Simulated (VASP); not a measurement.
# H3CCl in VASP: single point with LDA

Aim: the single point of H3CCl with LDA.

Program: VASP 6.6.1. These are calculated values, not measurements. Logs are shortened: lines on timing, memory, paths and dates and some standing lists are left out, and cuts for length are marked.

**1. The cell of the first run**

The cell holds a disordered packing, 40 atoms: a = 8.717 Å, b = 8.717 Å, c = 8.717 Å, α = 90.00°, β = 90.00°, γ = 90.00°.

**2. Single point, LDA**

Contents of INCAR:

```
ALGO = Normal ; EDIFF = 1E-6
ENCUT = 1000 ; GGA_COMPAT = False
ISIF = 2 ; ISMEAR = -1
LASPH = True ; LCHARG = False
LREAL = Auto ; LWAVE = False
NBANDS = 82 ; NELM = 120
PREC = Accurate ; SIGMA = 0.02
```

Contents of KPOINTS:

```
k-points
0
Gamma
  1 1 1
```

Contents of POSCAR:

```
H3CCl
1.0
    8.7171280000      0.0000000000      0.0000000000
    0.0000000000      8.7171280000      0.0000000000
    0.0000000000      0.0000000000      8.7171280000
C Cl H
8 8 24
Direct
    0.0292641082      0.4969886631      0.0271581744
    0.2472626353      0.8315995968      0.7387132835
    0.7076155636      0.9915042809      0.5459906230
    0.3949442547      0.3360755249      0.9369523721
    0.6523775364      0.4544359995      0.6426611463
    0.5110991549      0.5204743465      0.2493837718
    0.3160278672      0.1923901649      0.5682497969
    0.0923341007      0.8983797953      0.1501010280
    0.0877151028      0.4155381976      0.2048932577
    0.2984777651      0.6338600058      0.7395587753
    0.6477091707      1.0346403663      0.7356222431
    0.3586047669      0.1429213322      0.9894644467
    0.7208220651      0.6065515638      0.7593323713
    0.6904443485      0.4220779196      0.2353602743
    0.3245437161      0.0724403987      0.4028509180
    0.2736644271      0.8093708664      0.1321741315
   -0.0901373053      0.5366184782      0.0398888447
    0.1088116605      0.5922855556     -0.0018574225
    0.0352713341      0.4072101164     -0.0625024443
    0.3277336117      0.8936618945      0.8140391421
    0.2559032603      0.8754329613      0.6200862033
    0.1286682266      0.8414161857      0.7823804225
    0.7033935717      1.0971004238      0.4770406655
    0.8245919154      0.9452812649      0.5503259762
    0.6280988185      0.9062886472      0.4985560024
    0.3226983310      0.4108199810      1.0083154572
    0.5174505275      0.3606153821      0.9562485473
    0.3654789934      0.3518463971      0.8155787871
    0.5276593021      0.4669747267      0.6328024388
    0.7059906088      0.4617122398      0.5290520685
    0.6796669896      0.3440014756      0.6965575981
    0.5026201418      0.6016294621      0.1531641570
    0.4158457672      0.4362142124      0.2431234623
    0.5078426299      0.5831612902      0.3593374835
    0.2453172586      0.1358985233      0.6577053182
    0.4338552707      0.2056673690      0.6119147081
    0.2653116368      0.3044976193      0.5355333419
    0.0995345448      1.0121271259      0.0960945263
    0.0063258620      0.8255590197      0.0935396406
    0.0666274593      0.9108060256      0.2727536612
```

Potentials or basis: VASP PAW LDA potentials, release 64 (C_h, Cl, H_h).

On the command line:

```sh
$ cat potpaw_LDA.64/C_h/POTCAR potpaw_LDA.64/Cl/POTCAR potpaw_LDA.64/H_h/POTCAR > POTCAR
$ mpirun -np 1 vasp_gam > vasp.out
```

OUTCAR:

```text
EDIFF = 1E-6
   ENCUT = 1000
   ISIF = 2
   ISMEAR = -1
   LASPH = True
   LREAL = Auto
   NELM = 120
   PREC = Accurate

 ion  position               nearest neighbor table
   1  0.029  0.497  0.027-  17 1.10  19 1.11  18 1.11   9 1.78
   2  0.247  0.832  0.739-  20 1.10  22 1.10  21 1.10  10 1.78
   3  0.708  0.992  0.546-  25 1.10  24 1.10  23 1.10  11 1.77
   4  0.395  0.336  0.937-  28 1.10  26 1.10  27 1.10  12 1.77
   5  0.652  0.454  0.643-  29 1.10  30 1.10  31 1.10  13 1.77
   6  0.511  0.520  0.249-  32 1.10  34 1.10  33 1.11  14 1.79
   7  0.316  0.192  0.568-  36 1.10  35 1.11  37 1.11  15 1.78
   8  0.092  0.898  0.150-  40 1.10  39 1.10  38 1.10  16 1.77
   9  0.088  0.416  0.205-   1 1.78
  10  0.298  0.634  0.740-   2 1.78
  11  0.648  0.035  0.736-   3 1.77
  12  0.359  0.143  0.989-   4 1.77
  13  0.721  0.607  0.759-   5 1.77
  14  0.690  0.422  0.235-   6 1.79
[... 24 lines left out ...]
  39  0.006  0.826  0.094-   8 1.10
  40  0.067  0.911  0.273-   8 1.10

  LATTYP: Found a simple cubic cell.
 ALAT       =     8.7171280000

  Lattice vectors:

 A1 = (   8.7171280000,   0.0000000000,   0.0000000000)
 A2 = (   0.0000000000,   8.7171280000,   0.0000000000)
 A3 = (   0.0000000000,   0.0000000000,   8.7171280000)

Analysis of symmetry for initial positions (statically):
=====================================================================
 Subroutine PRICEL returns:
 Original cell was already a primitive cell.

 Routine SETGRP: Setting up the symmetry group for a
 simple cubic supercell.

 Subroutine GETGRP returns: Found  1 space group operations
 (whereof  1 operations were pure point group operations)
 out of a pool of 48 trial point group operations.

The static configuration has the point symmetry C_1 .

Analysis of symmetry for dynamics (positions and initial velocities):
=====================================================================
 Subroutine PRICEL returns:
 Original cell was already a primitive cell.

 Routine SETGRP: Setting up the symmetry group for a
 simple cubic supercell.

 Subroutine GETGRP returns: Found  1 space group operations
 (whereof  1 operations were pure point group operations)
 out of a pool of 48 trial point group operations.

The dynamic configuration has the point symmetry C_1 .

 Subroutine INISYM returns: Found  1 space group operations
 (whereof  1 operations are pure point group operations),
 and found     1 'primitive' translations

----------------------------------------------------------------------------------------

                                     Primitive cell

  volume of cell :     662.3999

  direct lattice vectors                    reciprocal lattice vectors
     8.717128000  0.000000000  0.000000000     0.114716682  0.000000000  0.000000000
     0.000000000  8.717128000  0.000000000     0.000000000  0.114716682  0.000000000
     0.000000000  0.000000000  8.717128000     0.000000000  0.000000000  0.114716682

  length of vectors
     8.717128000  8.717128000  8.717128000     0.114716682  0.114716682  0.114716682

  position of ions in fractional coordinates (direct lattice)
     0.029264108  0.496988663  0.027158174
     0.247262635  0.831599597  0.738713283
     0.707615564  0.991504281  0.545990623
     0.394944255  0.336075525  0.936952372
     0.652377536  0.454435999  0.642661146
     0.511099155  0.520474347  0.249383772
[... 32 lines left out ...]
     0.006325862  0.825559020  0.093539641
     0.066627459  0.910806026  0.272753661

  ion indices of the primitive-cell ions
   primitive index   ion index
                 1           1
                 2           2
                 3           3
                 4           4
                 5           5
                 6           6
[... 32 lines left out ...]
                39          39
                40          40

----------------------------------------------------------------------------------------

 KPOINTS: k-points

Automatic generation of k-mesh.
 Grid dimensions read from file:
 generate k-points for:    1    1    1

 Generating k-lattice:

  Cartesian coordinates                     Fractional coordinates (reciprocal lattice)
     0.114716682  0.000000000  0.000000000     1.000000000  0.000000000  0.000000000
     0.000000000  0.114716682  0.000000000     0.000000000  1.000000000  0.000000000
     0.000000000  0.000000000  0.114716682     0.000000000  0.000000000  1.000000000

  Length of vectors
     0.114716682  0.114716682  0.114716682

  Shift w.r.t. Gamma in fractional coordinates (k-lattice)
     0.000000000  0.000000000  0.000000000

 Subroutine IBZKPT returns following result:
 ===========================================

 Found      1 irreducible k-points:

 Following reciprocal coordinates:
            Coordinates               Weight
  0.000000  0.000000  0.000000      1.000000
   k-points           NKPTS =      1   k-points in BZ     NKDIM =      1   number of bands    NBANDS=     82
   number of dos      NEDOS =    301   number of ions     NIONS =     40
   total plane-waves  NPLWV = 729000
   dimension x,y,z NGX =    90 NGY =   90 NGZ =   90
   dimension x,y,z NGXF=   180 NGYF=  180 NGZF=  180
   ions per type =               8   8  24
   NGX,Y,Z   is equivalent  to a cutoff of  17.16, 17.16, 17.16 a.u.
   NGXF,Y,Z  is equivalent  to a cutoff of  34.33, 34.33, 34.33 a.u.
 SYSTEM =  unknown system
   PREC   = accura    normal or accurate (medium, high low for compatibility)
   ISTART =      0    job   : 0-new  1-cont  2-samecut
   ICHARG =      2    charge: 1-file 2-atom 10-const
   ISPIN  =      1    spin polarized calculation?
   LNONCOLLINEAR =      F non collinear calculations
   LSORBIT =      F    spin-orbit coupling
   LASPH  =      T    aspherical Exc in radial PAW
   ENCUT  = 1000.0 eV  73.50 Ry    8.57 a.u.  22.48 22.48 22.48*2*pi/ulx,y,z
   NELM   =    120;   NELMIN=  2; NELMDL= -5     # of ELM steps
   EDIFF  = 0.1E-05   stopping-criterion for ELM
   LREAL  =      T    real-space projection
   EDIFFG = 0.1E-04   stopping-criterion for IOM
   NSW    =      0    number of steps for IOM
   IBRION =     -1    ionic relax: 0-MD 1-quasi-New 2-CG
   NFREE  =      0    steps in history (QN), initial steepest desc. (CG)
   ISIF   =      2    stress and relaxation
   ISYM   =      2    0-nonsym 1-usesym 2-fastsym
   POTIM  = 0.5000    time-step for ionic-motion
   TEBEG  =    0.0;   TEEND  =   0.0 temperature during run
   PSTRESS=    0.0 pullay stress
   NELECT =     112.0000    total number of electrons
   NUPDOWN=      -1.0000    fix difference up-down
   EMIN   =  10.00;   EMAX   =-10.00  energy-range for DOS
   EFERMI =   0.00;   METHOD = LEGACY
   ISMEAR =    -1;   SIGMA  =   0.02  broadening in eV -4-tet -1-fermi 0-gaus
   EFERMI_NEDOS =   21; number of points for ismear=-14 and -15
   IALGO  =     38    algorithm
   IMIX   =      4    mixing-type and parameters
     AMIX     =   0.40;   BMIX     =  1.00
     AMIX_MAG =   1.60;   BMIX_MAG =  1.00
  volume/ion in A,a.u.               =      16.56       111.75
  Fermi-wavevector in a.u.,A,eV,Ry     =   0.905262  1.710696 11.149954  0.819499
  Thomas-Fermi vector in A             =   2.028808
   LORBIT       =      0    0 simple, 1 ext, 2 COOP (PROOUT), +10 PAW based schemes
   GGA     = CA    functional components
   LHFCALC =     F    Hartree Fock is set to
   AEXX    =    0.0000 exact exchange contribution
   IVDW    =     0    specifies the selected vdW correction
   LEPSILON=     F    determine dielectric tensor
   LRPA    =     F    only Hartree local field effects (RPA)
 non-spin polarized calculation
  energy-cutoff  :     1000.00
  volume of cell :      662.40
 maximum number of plane-waves:     23749
 NGX is ok and might be reduce to    90
   NGX = 45   NGY = 45   NGZ = 45

 number of electron     111.9999999 magnetization

 Free energy of the ion-electron system (eV)
  ---------------------------------------------------
  ext. energy  EPLUGINS =         0.00000000
  ---------------------------------------------------
  free energy    TOTEN  =      -189.77151717 eV

  energy without entropy =     -189.77151717  energy(sigma->0) =     -189.77151717

 E-fermi :  -2.6939     XC(G=0):  -6.5987

 val. band max:       -3.1734392434   @ k =   0.0000   0.0000   0.0000
 cond. band min:       2.1115402819   @ k =   0.0000   0.0000   0.0000
 fundamental gap:      5.2849795253
 Fermi energy:        -2.6938726481

 k-point     1 :       0.0000    0.0000    0.0000
  band No.  band energies     occupation
      1     -18.0073      2.00000
      2     -17.8453      2.00000
      3     -17.7820      2.00000
      4     -17.7212      2.00000
      5     -17.7175      2.00000
      6     -17.6685      2.00000
[... 60 lines left out ...]
     67       3.9244      0.00000
     68       4.0710      0.00000
 [bands above 68 left out]

------------------------ aborting loop because EDIFF is reached ----------------------------------------

  FORCE on cell =-STRESS in cart. coord.  units (eV):
  Direction    XX          YY          ZZ          XY          YZ          ZX
  --------------------------------------------------------------------------------------
  -------------------------------------------------------------------------------------
  Total       -3.0900959     -4.4343702     -2.9878545     -0.0692315     -0.0878475      0.0441862
  in kB       -7.4741580    -10.7256163     -7.2268620     -0.1674533     -0.2124809      0.1068753
  external PRESSURE =      -8.4755454 kB  Pullay stress =       0.0000000 kB

 VOLUME and BASIS-vectors are now :
 -----------------------------------------------------------------------------
  energy-cutoff  :     1000.00
  volume of cell :      662.40
      direct lattice vectors                 reciprocal lattice vectors
     8.717128000  0.000000000  0.000000000     0.114716682  0.000000000  0.000000000
     0.000000000  8.717128000  0.000000000     0.000000000  0.114716682  0.000000000
     0.000000000  0.000000000  8.717128000     0.000000000  0.000000000  0.114716682

 POSITION                                       TOTAL-FORCE (eV/Angst)
 -----------------------------------------------------------------------------------
      0.25510      4.33231      0.23674         0.118218     -0.019621     -0.073795
      2.15542      7.24916      6.43946         0.000550     -0.082669     -0.043340
      6.16838      8.64307      4.75947        -0.055011      0.053132      0.122369
      3.44278      2.92961      8.16753         0.011286     -0.162021      0.092277
      5.68686      3.96138      5.60216         0.106132      0.260842      0.152742
      4.45532      4.53704      2.17391         0.043918     -0.203382      0.055308
[... 32 lines left out ...]
      0.05514      7.19650      0.81540        -0.008935      0.006061     -0.007831
      0.58080      7.93961      2.37763        -0.000255      0.000810      0.006898
 -----------------------------------------------------------------------------------
    total drift:                                0.001512     -0.000780      0.005446

  FREE ENERGIE OF THE ION-ELECTRON SYSTEM (eV)
  ---------------------------------------------------
  free  energy   TOTEN  =      -189.7715171693 eV

  energy  without entropy=     -189.7715171692  energy(sigma->0) =     -189.77151717
```

Wall time 2.3 min (1 thread of Intel Xeon 6975P-C (Granite Rapids), shared host); peak memory 0.87 GiB.

Results:

- Free energy: -189.7715 eV
- Pressure: -0.8 GPa
- Largest force: 0.371 eV/Å
- Band gap on the k mesh: 5.28 eV

Forces on the atoms (eV/Å):
```
C    0.118 -0.020 -0.074
C    0.001 -0.083 -0.043
C   -0.055  0.053  0.122
C    0.011 -0.162  0.092
C    0.106  0.261  0.153
C    0.044 -0.203  0.055
C   -0.150 -0.030 -0.166
C    0.069 -0.047 -0.004
Cl  -0.036  0.070 -0.171
Cl  -0.077  0.239 -0.027
Cl   0.033 -0.012 -0.109
Cl   0.028  0.145 -0.064
Cl  -0.103 -0.182 -0.113
Cl  -0.294  0.151  0.022
Cl  -0.031  0.206  0.307
Cl  -0.071  0.028  0.010
H    0.091 -0.027 -0.035
H   -0.171 -0.218  0.094
H   -0.005  0.191  0.194
H   -0.068 -0.040 -0.028
H   -0.014 -0.098  0.091
H    0.179 -0.006 -0.056
H    0.006 -0.012  0.003
H    0.006 -0.009  0.003
H   -0.012 -0.020 -0.011
H    0.005 -0.002  0.003
H   -0.031  0.016 -0.009
H   -0.005 -0.005 -0.079
H   -0.152  0.075 -0.015
H    0.073  0.026 -0.137
H    0.073 -0.176  0.129
H    0.021 -0.035  0.013
H    0.217  0.136  0.040
H    0.003 -0.093 -0.099
H    0.141  0.091 -0.162
H   -0.054  0.014  0.010
H    0.118 -0.252  0.066
H   -0.007  0.020 -0.003
H   -0.009  0.006 -0.008
H    0.000  0.001  0.007
```

Caveat: the k points lie up to 0.72 Å⁻¹ apart.
